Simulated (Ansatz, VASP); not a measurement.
## PtPb in VASP and in Ansatz

The input INCAR:

```
SYSTEM = PtPb
ALGO     = Normal         ! electronic algorithm
EDIFF    = 1E-6           ! SCF threshold, eV
ENCUT    = 520            ! plane-wave cutoff, eV
GGA      = CA             ! functional
ISIF     = 2              ! what is computed and relaxed
ISMEAR   = -1             ! smearing method
LASPH    = .TRUE.         ! aspherical terms in the spheres
LCHARG   = .FALSE.        ! write CHGCAR
LREAL    = .FALSE.        ! projectors in reciprocal space
LWAVE    = .FALSE.        ! write WAVECAR
NBANDS   = 32             ! bands
NELM     = 100            ! most SCF steps
PREC     = Accurate       ! precision mode
SIGMA    = 0.05           ! smearing width, eV
```

KPOINTS

```
k-points
0
G
  10 10 7
  0 0 0
```

Contents of POSCAR:

```
PtPb
1.0
    4.2500008807      0.0000000000      0.0000000000
   -2.1250004404      3.6806087288      0.0000000000
    0.0000000000      0.0000000000      5.3468800000
Pt Pb
2 2
Direct
    0.3333333333      0.6666666667      0.2500000000
    0.6666666667      0.3333333333      0.7500000000
    0.0000000000      0.0000000000      0.0000000000
    0.0000000000      0.0000000000      0.5000000000
```

Input for Ansatz:

```yaml
crystal:
  lattice:
    - [4.2500008807, 0.0, 0.0]
    - [-2.1250004404, 3.6806087288, 0.0]
    - [0.0, 0.0, 5.34688]
  atoms:
    - { symbol: Pt, position: [0.3333333333, 0.6666666667, 0.25] }
    - { symbol: Pt, position: [0.6666666667, 0.3333333333, 0.75] }
    - { symbol: Pb, position: [0.0, 0.0, 0.0] }
    - { symbol: Pb, position: [0.0, 0.0, 0.5] }
kpoints:
  mp_grid: { grid: [10, 10, 7] }
  band_path:
    path:
      - [0.0, 0.0, 0.0]
      - [0.5, 0.0, 0.0]
      - [0.3333333333, 0.3333333333, 0.0]
      - [0.0, 0.0, 0.0]
      - [0.0, 0.0, 0.5]
      - [0.5, 0.0, 0.5]
      - [0.3333333333, 0.3333333333, 0.5]
      - [0.0, 0.0, 0.5]
      - [0.5, 0.0, 0.5]
    npoints: 5
scf:
  occupations: { method: fermi_dirac, width: 0.05 }
hamiltonian:
  xc: lda
  pseudopotentials: { kind: all_electron, lapw: { basis_error: 0.0005 } }
output:
  forces: true
  stress: true
  eigenvalues: true
```

Change from the starting cell: zz strain of -2 %.

Alike in both runs: task single point; functional LDA; k mesh 10 × 10 × 7; occupations fermi-dirac, width 0.05 eV; no spin polarisation.

```csv
,VASP,Ansatz
version,VASP 6.6.1,Ansatz 0.2.0
potentials or method,"VASP PAW LDA potentials, release 64 (Pt, Pb_d), cutoff 520 eV","all-electron LAPW, scalar-relativistic"
```

```csv
,VASP,Ansatz,Ansatz less VASP
pressure (GPa),10.3,9.9,-0.39
"traceless stress, the component that is largest in VASP (GPa)",19.99,19.99,+0.008
```

LDA's correlation is that of Perdew and Zunger in VASP and of Perdew and Wang (1992) in Ansatz. Ansatz ran all-electron here, and VASP with PAW potentials.

Neither program's run includes spin-orbit coupling.
